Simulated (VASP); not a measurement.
Si8O17 (a cell with a defect), 25 atoms in the cell. The cell holds a defect, 25 atoms: a = 7.108 Å, b = 7.108 Å, c = 7.372 Å, α = 90.00°, β = 90.00°, γ = 90.00°. 

- Program: VASP 6.6.1
- Task: single point
- Functional: PBE
- Potentials or basis: VASP PAW PBE potentials, release 64 (Si, O)
- Cutoff: 520 eV
- k mesh: 2 × 2 × 2, shifted
- Occupations: gaussian, width 0.02 eV
- Spin: no spin polarisation
- Dipole correction: no
- Charge: -2
- Further INCAR settings: LREAL = Auto; ALGO = Normal; EDIFF = 1e-07; NBANDS = 85; NELECT = 136.0

Potentials or basis: VASP PAW PBE potentials, release 64 (Si, O).

Command:

```sh
$ cat potpaw_PBE.64/Si/POTCAR potpaw_PBE.64/O/POTCAR > POTCAR
$ mpirun -np 1 vasp_std > vasp.out
```

Hardware: 1 thread of Intel Xeon 8259CL, on a shared host.

Question: How long does it take, and how much memory?

Answer: Run time: 8.4 min on 1 thread of Intel Xeon 8259CL (shared host), peak memory 0.4 GiB. Counts: scf iterations 18, k points 4.
